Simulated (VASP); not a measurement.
# TaSi2: single point with PBEsol

The system is TaSi2.

```
CELL_PARAMETERS angstrom
4.61740 0.00000 0.00000
-2.30870 3.99879 0.00000
0.00000 0.00000 6.40314
ATOMIC_POSITIONS crystal
Ta 0.00000 0.50000 0.33333
Ta 0.50000 0.50000 0.66667
Ta 0.50000 0.00000 0.00000
Si 0.31904 0.15952 0.33333
Si 0.15952 0.84048 0.66667
Si 0.84048 0.68096 0.00000
Si 0.68096 0.84048 0.33333
Si 0.84048 0.15952 0.66667
Si 0.15952 0.31904 0.00000
```

| Property | Result |
| --- | --- |
| Program | VASP 6.6.1 |
| Task | single point |
| Functional | PBEsol |
| Potentials or basis | VASP PAW PBE potentials, release 64 (Ta_pv, Si) |
| Cutoff | 520 eV |
| k mesh | 5 × 5 × 3 |
| Occupations | fermi-dirac, width 0.05 eV |
| Spin | no spin polarisation |
| Dipole correction | no |
| Further INCAR settings | ALGO = Normal; EDIFF = 1e-06; NBANDS = 38 |

```json
{
 "Pressure": "20.5 GPa",
 "Largest force": "0.004 eV/Å"
}
```

Forces on the atoms (eV/Å):
```
Ta   0.000  0.000  0.000
Ta   0.000  0.000  0.000
Ta   0.000  0.000  0.000
Si  -0.003 -0.002  0.000
Si  -0.003  0.002  0.000
Si   0.000  0.004  0.000
Si   0.003  0.002  0.000
Si   0.003 -0.002  0.000
Si   0.000 -0.004  0.000
```

Stress tensor (GPa, compression positive):
```
20.44  0.00  0.00
 0.00 20.44  0.00
 0.00  0.00 20.57
```

Levels at points of the mesh, in eV from the Fermi level:
| k point | band 26 | band 27 | band 28 | band 29 | band 30 | band 31 | band 32 | band 33 |
| --- | --- | --- | --- | --- | --- | --- | --- | --- |
| (0.00, 0.00, 0.00) | -2.37 | -2.35 | -2.35 | -1.40 | 0.69 | 3.27 | 3.27 | 3.98 |

It took 24 s on 1 thread of Intel(R) Xeon(R) 6975P-C (Granite Rapids) (shared host), peak memory 0.24 GiB.

Caveat: the PAW data sets were made with another functional, which shifts forces and pressure a little; spin-orbit coupling is left out, which moves the levels of the heavy elements.
